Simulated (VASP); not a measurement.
PbSe, 2 atoms in the cell. It takes space group Fm-3m (No. 225, cubic). Conventional cell: a = 6.465 Å, b = 6.465 Å, c = 6.465 Å, α = 90.00°, β = 90.00°, γ = 90.00°. Within 4.3 Å of Pb (site symmetry m-3m) lie 6 Se at 3.23 Å. Se (site symmetry m-3m) has 6 Pb at 3.23 Å within 4.3 Å.  This cell differs from its parent crystal: strain +5.3%.

```yaml
Program: VASP 6.6.1
Task: single point
Functional: PBE
Potentials_or_basis: VASP PAW PBE potentials, release 64 (Pb_d, Se)
Cutoff: 500 eV
k_mesh: 8 × 8 × 8
Occupations: fermi-dirac, width 0.02 eV
Spin: no spin polarisation
Dipole_correction: no
Further_INCAR_settings: ALGO = Normal; EDIFF = 1e-06; NBANDS = 17
```

Potentials or basis: VASP PAW PBE potentials, release 64 (Pb_d, Se).

Run with:

```console
$ cat potpaw_PBE.64/Pb_d/POTCAR potpaw_PBE.64/Se/POTCAR > POTCAR
$ mpirun -np 1 vasp_std > vasp.out
```

Hardware: 1 thread of Intel(R) Xeon(R) Platinum 8488C (Sapphire Rapids), with other jobs on the host.

Question: Estimate the wall time of this run.

Answer: Run time: 21 s on 1 thread of Intel(R) Xeon(R) Platinum 8488C (Sapphire Rapids) (shared host), peak memory 0.21 GiB. Counts: scf iterations 12, k points 29.
